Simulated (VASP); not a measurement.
# BaF2 (Fm-3m) in VASP: settings compared

BaF2 is run at these levels: RPBE, PBE, PBE+D4; tasks: single point.

Program: VASP 6.6.1. These are calculated values, not measurements. Logs are shortened: lines on timing, memory, paths and dates and some standing lists are left out, and cuts for length are marked.

## Step 1: The cell of the first run

The structure is cubic, space group Fm-3m (No. 225). The conventional cell has a = 6.226 Å, b = 6.226 Å, c = 6.226 Å, α = 90.00°, β = 90.00°, γ = 90.00°. Within 3.6 Å of Ba (site symmetry m-3m) lie 8 F at 2.70 Å. Within 3.6 Å of F (site symmetry -43m) lie 4 Ba at 2.70 Å and 6 F at 3.11 Å.

## Step 2: Single point, RPBE

File INCAR:

```
SYSTEM = BaF2
PREC = Accurate
ENCUT = 600
EDIFF = 1E-6
ISMEAR = -4
SIGMA = 0.1
LREAL = .FALSE.
LASPH = .TRUE.
NELM = 120
ALGO = Normal
ISIF = 2
LWAVE = .FALSE.
LCHARG = .FALSE.
GGA = RP
NBANDS = 19
GGA_COMPAT = .FALSE.
```

File KPOINTS:

```
Automatic mesh
0
G
  4 4 4
  0 0 0
```

File POSCAR:

```
BaF2
1.0
    0.0000000000      3.1128654085      3.1128654085
    3.1128654085      0.0000000000      3.1128654085
    3.1128654085      3.1128654085      0.0000000000
Ba F
1 2
Direct
    0.0000000000      0.0000000000      0.0000000000
    0.2500000000      0.2500000000      0.2500000000
    0.7500000000      0.7500000000      0.7500000000
```

Potentials or basis: VASP PAW PBE potentials, release 64 (Ba_sv, F).

Run with:

```console
$ cat potpaw_PBE.64/Ba_sv/POTCAR potpaw_PBE.64/F/POTCAR > POTCAR
$ mpirun -np 1 vasp_std > vasp.out
```

OUTCAR:

```text
SYSTEM = BaF2
   PREC = Accurate
   ENCUT = 600
   EDIFF = 1E-6
   ISMEAR = -4
   LREAL = .FALSE.
   LASPH = .TRUE.
   NELM = 120
   ISIF = 2
   GGA = RP

 ion  position               nearest neighbor table
   1  0.000  0.000  0.000-   3 2.70   3 2.70   3 2.70   2 2.70   3 2.70   2 2.70   2 2.70   2 2.70

   2  0.250  0.250  0.250-   1 2.70   1 2.70   1 2.70   1 2.70
   3  0.750  0.750  0.750-   1 2.70   1 2.70   1 2.70   1 2.70

  LATTYP: Found a face centered cubic cell.
 ALAT       =     6.2257308170

  Lattice vectors:

 A1 = (   0.0000000000,   3.1128654085,   3.1128654085)
 A2 = (   3.1128654085,   0.0000000000,   3.1128654085)
 A3 = (   3.1128654085,   3.1128654085,   0.0000000000)

Analysis of symmetry for initial positions (statically):
=====================================================================
 Subroutine PRICEL returns:
 Original cell was already a primitive cell.

 Routine SETGRP: Setting up the symmetry group for a
 face centered cubic supercell.

 Subroutine GETGRP returns: Found 48 space group operations
 (whereof 48 operations were pure point group operations)
 out of a pool of 48 trial point group operations.

The static configuration has the point symmetry O_h .

Analysis of symmetry for dynamics (positions and initial velocities):
=====================================================================
 Subroutine PRICEL returns:
 Original cell was already a primitive cell.

 Routine SETGRP: Setting up the symmetry group for a
 face centered cubic supercell.

 Subroutine GETGRP returns: Found 48 space group operations
 (whereof 48 operations were pure point group operations)
 out of a pool of 48 trial point group operations.

The dynamic configuration has the point symmetry O_h .

 Subroutine INISYM returns: Found 48 space group operations
 (whereof 48 operations are pure point group operations),
 and found     1 'primitive' translations

----------------------------------------------------------------------------------------

                                     Primitive cell

  volume of cell :      60.3269

  direct lattice vectors                    reciprocal lattice vectors
     0.000000000  3.112865408  3.112865408    -0.160623713  0.160623713  0.160623713
     3.112865408  0.000000000  3.112865408     0.160623713 -0.160623713  0.160623713
     3.112865408  3.112865408  0.000000000     0.160623713  0.160623713 -0.160623713

  length of vectors
     4.402256479  4.402256479  4.402256479     0.278208432  0.278208432  0.278208432

  position of ions in fractional coordinates (direct lattice)
     0.000000000  0.000000000  0.000000000
     0.250000000  0.250000000  0.250000000
     0.750000000  0.750000000  0.750000000

  ion indices of the primitive-cell ions
   primitive index   ion index
                 1           1
                 2           2
                 3           3

----------------------------------------------------------------------------------------

 KPOINTS: Automatic mesh

Automatic generation of k-mesh.
 Grid dimensions read from file:
 generate k-points for:    4    4    4

 Generating k-lattice:

  Cartesian coordinates                     Fractional coordinates (reciprocal lattice)
    -0.040155928  0.040155928  0.040155928     0.250000000  0.000000000  0.000000000
     0.040155928 -0.040155928  0.040155928     0.000000000  0.250000000  0.000000000
     0.040155928  0.040155928 -0.040155928     0.000000000  0.000000000  0.250000000

  Length of vectors
     0.069552108  0.069552108  0.069552108

  Shift w.r.t. Gamma in fractional coordinates (k-lattice)
     0.000000000  0.000000000  0.000000000

 TETIRR: Found      9 inequivalent tetrahedra from      384

 Subroutine IBZKPT returns following result:
 ===========================================

 Found      8 irreducible k-points:

 Following reciprocal coordinates:
            Coordinates               Weight
  0.000000  0.000000  0.000000      1.000000
  0.250000  0.000000  0.000000      8.000000
  0.500000  0.000000  0.000000      4.000000
  0.250000  0.250000  0.000000      6.000000
  0.500000  0.250000  0.000000     24.000000
 -0.250000  0.250000  0.000000     12.000000
  0.500000  0.500000  0.000000      3.000000
 -0.250000  0.500000  0.250000      6.000000
   k-points           NKPTS =      8   k-points in BZ     NKDIM =      8   number of bands    NBANDS=     19
   number of dos      NEDOS =    301   number of ions     NIONS =      3
   total plane-waves  NPLWV =  46656
   dimension x,y,z NGX =    36 NGY =   36 NGZ =   36
   dimension x,y,z NGXF=    72 NGYF=   72 NGZF=   72
   ions per type =               1   2
   NGX,Y,Z   is equivalent  to a cutoff of  13.59, 13.59, 13.59 a.u.
   NGXF,Y,Z  is equivalent  to a cutoff of  27.19, 27.19, 27.19 a.u.
 SYSTEM =  BaF2
   PREC   = accura    normal or accurate (medium, high low for compatibility)
   ISTART =      0    job   : 0-new  1-cont  2-samecut
   ICHARG =      2    charge: 1-file 2-atom 10-const
   ISPIN  =      1    spin polarized calculation?
   LNONCOLLINEAR =      F non collinear calculations
   LSORBIT =      F    spin-orbit coupling
   LASPH  =      T    aspherical Exc in radial PAW
   ENCUT  =  600.0 eV  44.10 Ry    6.64 a.u.   8.79  8.79  8.79*2*pi/ulx,y,z
   NELM   =    120;   NELMIN=  2; NELMDL= -5     # of ELM steps
   EDIFF  = 0.1E-05   stopping-criterion for ELM
   LREAL  =      F    real-space projection
   EDIFFG = 0.1E-04   stopping-criterion for IOM
   NSW    =      0    number of steps for IOM
   IBRION =     -1    ionic relax: 0-MD 1-quasi-New 2-CG
   NFREE  =      0    steps in history (QN), initial steepest desc. (CG)
   ISIF   =      2    stress and relaxation
   ISYM   =      2    0-nonsym 1-usesym 2-fastsym
   POTIM  = 0.5000    time-step for ionic-motion
   TEBEG  =    0.0;   TEEND  =   0.0 temperature during run
   PSTRESS=    0.0 pullay stress
   NELECT =      24.0000    total number of electrons
   NUPDOWN=      -1.0000    fix difference up-down
   EMIN   =  10.00;   EMAX   =-10.00  energy-range for DOS
   EFERMI =   0.00;   METHOD = LEGACY
   ISMEAR =    -4;   SIGMA  =   0.10  broadening in eV -4-tet -1-fermi 0-gaus
   EFERMI_NEDOS =   21; number of points for ismear=-14 and -15
   IALGO  =     38    algorithm
   IMIX   =      4    mixing-type and parameters
     AMIX     =   0.40;   BMIX     =  1.00
     AMIX_MAG =   1.60;   BMIX_MAG =  1.00
  volume/ion in A,a.u.               =      20.11       135.70
  Fermi-wavevector in a.u.,A,eV,Ry     =   1.204042  2.275309 19.724593  1.449717
  Thomas-Fermi vector in A             =   2.339778
   LORBIT       =      0    0 simple, 1 ext, 2 COOP (PROOUT), +10 PAW based schemes
   GGA     = RP    functional components
   LHFCALC =     F    Hartree Fock is set to
   AEXX    =    0.0000 exact exchange contribution
   IVDW    =     0    specifies the selected vdW correction
   LEPSILON=     F    determine dielectric tensor
   LRPA    =     F    only Hartree local field effects (RPA)
 non-spin polarized calculation
 Fermi weights with tetrahedron method witout Bloechl corrections
  energy-cutoff  :      600.00
  volume of cell :       60.33
 maximum number of plane-waves:      2044
   NGX = 17   NGY = 17   NGZ = 17

 number of electron      24.0000009 magnetization

 Free energy of the ion-electron system (eV)
  ---------------------------------------------------
  ext. energy  EPLUGINS =         0.00000000
  ---------------------------------------------------
  free energy    TOTEN  =       -16.33828147 eV

  energy without entropy =      -16.33828147  energy(sigma->0) =      -16.33828147

 E-fermi :  -1.9252     XC(G=0):  -8.2811

 val. band max:       -1.9310044533   @ k =  -0.2500   0.2500   0.0000
 cond. band min:       5.0864224221   @ k =   0.0000   0.0000   0.0000
 fundamental gap:      7.0174268754
 Fermi energy:        -1.9251828808

 k-point     1 :       0.0000    0.0000    0.0000
  band No.  band energies     occupation
      1     -25.1426      2.00000
      2     -20.9641      2.00000
      3     -20.9278      2.00000
      4     -10.0123      2.00000
      5     -10.0123      2.00000
      6     -10.0123      2.00000
[... 11 lines left out ...]
     18       9.3937      0.00000
     19      13.7205      0.00000

 k-point     2 :       0.2500    0.0000    0.0000
  band No.  band energies     occupation
      1     -25.0488      2.00000
      2     -21.0569      2.00000
      3     -21.0005      2.00000
      4     -10.0904      2.00000
      5     -10.0859      2.00000
      6     -10.0859      2.00000
[... 11 lines left out ...]
     18       9.4505      0.00000
     19      12.0226      0.00000

 k-point     3 :       0.5000    0.0000    0.0000
  band No.  band energies     occupation
      1     -24.9483      2.00000
      2     -21.1908      2.00000
      3     -21.0394      2.00000
      4     -10.1562      2.00000
      5     -10.1562      2.00000
      6     -10.1541      2.00000
[... 11 lines left out ...]
     18       9.5621      0.00000
     19      11.9803      0.00000

 k-point     4 :       0.2500    0.2500    0.0000
  band No.  band energies     occupation
      1     -25.0168      2.00000
      2     -21.0892      2.00000
      3     -21.0229      2.00000
      4     -10.1962      2.00000
      5     -10.1962      2.00000
      6      -9.9420      2.00000
[... 11 lines left out ...]
     18       9.6006      0.00000
     19      13.7367      0.00000

 k-point     5 :       0.5000    0.2500    0.0000
  band No.  band energies     occupation
      1     -24.9150      2.00000
      2     -21.1890      2.00000
      3     -21.0969      2.00000
      4     -10.2660      2.00000
      5     -10.2644      2.00000
      6     -10.0088      2.00000
[... 11 lines left out ...]
     18      10.7028      0.00000
     19      12.1236      0.00000

 k-point     6 :      -0.2500    0.2500    0.0000
  band No.  band energies     occupation
      1     -24.9494      2.00000
      2     -21.1301      2.00000
      3     -21.0986      2.00000
      4     -10.1682      2.00000
      5     -10.1583      2.00000
      6     -10.1479      2.00000
[... 11 lines left out ...]
     18      10.3588      0.00000
     19      12.4343      0.00000

 k-point     7 :       0.5000    0.5000    0.0000
  band No.  band energies     occupation
      1     -24.8802      2.00000
      2     -21.2611      2.00000
      3     -21.0804      2.00000
      4     -10.3670      2.00000
      5     -10.3670      2.00000
      6      -9.8626      2.00000
[... 11 lines left out ...]
     18      11.1026      0.00000
     19      13.0166      0.00000

 k-point     8 :      -0.2500    0.5000    0.2500
  band No.  band energies     occupation
      1     -24.8801      2.00000
      2     -21.1722      2.00000
      3     -21.1722      2.00000
      4     -10.3806      2.00000
      5     -10.1136      2.00000
      6     -10.1136      2.00000
[... 11 lines left out ...]
     18      12.8529      0.00000
     19      13.1667      0.00000

------------------------ aborting loop because EDIFF is reached ----------------------------------------

  FORCE on cell =-STRESS in cart. coord.  units (eV):
  Direction    XX          YY          ZZ          XY          YZ          ZX
  --------------------------------------------------------------------------------------
  -------------------------------------------------------------------------------------
  Total        1.5991153      1.5991153      1.5991153     -0.0000000      0.0000000     -0.0000000
  in kB       42.4697147     42.4697147     42.4697147     -0.0000000      0.0000000     -0.0000000
  external PRESSURE =      42.4697147 kB  Pullay stress =       0.0000000 kB

 VOLUME and BASIS-vectors are now :
 -----------------------------------------------------------------------------
  energy-cutoff  :      600.00
  volume of cell :       60.33
      direct lattice vectors                 reciprocal lattice vectors
     0.000000000  3.112865408  3.112865408    -0.160623713  0.160623713  0.160623713
     3.112865408  0.000000000  3.112865408     0.160623713 -0.160623713  0.160623713
     3.112865408  3.112865408  0.000000000     0.160623713  0.160623713 -0.160623713

 POSITION                                       TOTAL-FORCE (eV/Angst)
 -----------------------------------------------------------------------------------
      0.00000      0.00000      0.00000        -0.000000     -0.000000     -0.000000
      1.55643      1.55643      1.55643         0.000000      0.000000     -0.000000
      4.66930      4.66930      4.66930        -0.000000     -0.000000      0.000000
 -----------------------------------------------------------------------------------
    total drift:                                0.000000      0.000000      0.000000

  FREE ENERGIE OF THE ION-ELECTRON SYSTEM (eV)
  ---------------------------------------------------
  free  energy   TOTEN  =       -16.3382814701 eV

  energy  without entropy=      -16.3382814701  energy(sigma->0) =      -16.33828147
```

Wall time 25 s (1 thread of AMD EPYC 7R13 (Zen 3), shared host); peak memory 0.17 GiB.

Results:

```
Free energy            : -16.3383 eV
Pressure               : 4.2 GPa
Band gap on the k mesh : 7.02 eV, indirect (least direct gap 7.08 eV)
```

Levels at points of the mesh, in eV from the valence-band top:
| k point | band 9 | band 10 | band 11 | band 12 | band 13 | band 14 | band 15 | band 16 |
| --- | --- | --- | --- | --- | --- | --- | --- | --- |
| (0.00, 0.00, 0.00) | -1.43 | -0.07 | -0.07 | -0.07 | 7.02 | 9.20 | 9.20 | 11.32 |
| (0.50, 0.00, 0.00) | -0.63 | -0.34 | -0.16 | -0.16 | 9.15 | 9.21 | 9.21 | 10.06 |
| (0.50, 0.50, 0.00) | -0.33 | -0.33 | -0.33 | -0.11 | 7.41 | 9.02 | 10.60 | 11.83 |

Caveat: the k points lie up to 0.44 Å⁻¹ apart; the PAW data sets were made with another functional, which shifts forces and pressure a little; spin-orbit coupling is left out, which moves the levels of the heavy elements. A hybrid or GW would open this gap; RPBE tends to underestimate it.

## Step 3: Single point, RPBE

File INCAR:

```
SYSTEM = BaF2
PREC     = Accurate       ! precision mode
ENCUT    = 600            ! plane-wave cutoff, eV
EDIFF    = 1E-6           ! SCF threshold, eV
ISMEAR   = 0              ! smearing method
SIGMA    = 0.1            ! smearing width, eV
LREAL    = .FALSE.        ! projectors in reciprocal space
LASPH    = .TRUE.         ! aspherical terms in the spheres
NELM     = 120            ! most SCF steps
ALGO     = Normal         ! electronic algorithm
ISIF     = 2              ! what is computed and relaxed
LWAVE    = .FALSE.        ! write WAVECAR
LCHARG   = .TRUE.         ! write CHGCAR
GGA      = RP             ! functional
LELF     = .TRUE.         ! ELF
LVHAR    = .TRUE.       
NELECT   = 26.0         
NBANDS   = 19             ! bands
GGA_COMPAT= .FALSE.
```

KPOINTS is that of step 2.

POSCAR is that of step 2.

Potentials or basis: VASP PAW PBE potentials, release 64 (Ba_sv, F).

Run with:

```console
$ cat potpaw_PBE.64/Ba_sv/POTCAR potpaw_PBE.64/F/POTCAR > POTCAR
$ mpirun -np 1 vasp_std > vasp.out
```

Wall time 23 s (1 thread of AMD EPYC 7R13 (Zen 3), shared host); peak memory 0.17 GiB.

It converged, with:

- Free energy: -6.3259 eV

Levels at points of the mesh, in eV from the Fermi level:
```
           k point  band 11  band 12  band 13  band 14  band 15  band 16
(0.00, 0.00, 0.00)    -8.70    -8.70    -2.78     0.28     0.28     2.56
(0.50, 0.00, 0.00)    -8.79    -8.79     0.01     0.11     0.18     0.18
(0.50, 0.50, 0.00)    -8.96    -8.73    -2.07     0.13     1.77     3.14
```

Caveat: the k points lie up to 0.44 Å⁻¹ apart; the cell carries a net charge on a neutralising background, which shifts energy and pressure; the cell is charged against a uniform background, so pressure and absolute levels hang on convention; the PAW data sets were made with another functional, which shifts forces and pressure a little; spin-orbit coupling is left out, which moves the levels of the heavy elements.

(Continued in part 2 of 2.)
